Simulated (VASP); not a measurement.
## Bi2Se3: single point with PBE

The system is Bi2Se3.

```
Bi Se
1.0
     4.00241    0.00000    0.00000
     0.00000    4.00241    0.00000
     0.00000    0.00000    9.18633
Bi Se
2 3
Cartesian
  2.0012 2.0012 4.9344
  0.0000 0.0000 7.0976
  0.0000 0.0000 3.9406
  2.0012 0.0000 0.3228
  0.0000 2.0012 0.3228
```

The cell was built from a structure type or drawn by symmetry, and may not be a known phase.

| Property | Result |
| --- | --- |
| Program | VASP 6.6.1 |
| Task | single point |
| Functional | PBE |
| Potentials or basis | VASP PAW PBE potentials, release 64 (Bi_d, Se) |
| Cutoff | 520 eV |
| k mesh | 10 × 10 × 4 |
| Occupations | gaussian, width 0.1 eV |
| Spin | no spin polarisation |

The pressure is 0.0 GPa. The largest force is 0.013 eV/Å and the band gap on the k mesh is zero (bands 24 and 25 overlap by 1.46 eV).

Forces on the atoms (eV/Å):
```
Bi   0.000  0.000  0.012
Bi   0.000  0.000  0.006
Se   0.000  0.000 -0.013
Se   0.000  0.000 -0.002
Se   0.000  0.000 -0.002
```

Levels at points of the mesh, in eV from the Fermi level:
```tsv
k point	band 20	band 21	band 22	band 23	band 24	band 25	band 26	band 27	band 28	band 29
(0.00, 0.00, 0.00)	-3.24	-2.90	-0.43	-0.24	0.52	0.52	2.26	2.26	2.38	3.58
(0.50, 0.00, 0.00)	-2.31	-1.81	-1.79	-1.79	-1.59	-0.75	0.18	0.45	1.52	2.34
(0.50, 0.50, 0.00)	-3.35	-3.35	-2.34	-0.89	-0.26	-0.26	0.91	2.61	2.61	3.55
(0.00, 0.00, 0.50)	-3.28	-1.76	-0.65	-0.24	0.59	0.59	1.60	2.29	2.29	3.58
(0.50, 0.00, 0.50)	-2.07	-1.85	-1.81	-1.61	-1.57	-0.44	0.16	0.44	1.57	2.34
(0.50, 0.50, 0.50)	-3.13	-3.13	-2.72	-0.82	-0.74	-0.74	1.60	3.20	3.20	3.55
```

Wall time 2.8 min on 1 thread of AMD EPYC 9R14 (Zen 4), on a shared host, peak memory 0.36 GiB.

Caveat: spin-orbit coupling is left out, which moves the levels of the heavy elements; this functional lacks dispersion, which binds the layers, so the pressure and a relaxed spacing across them are unreliable.
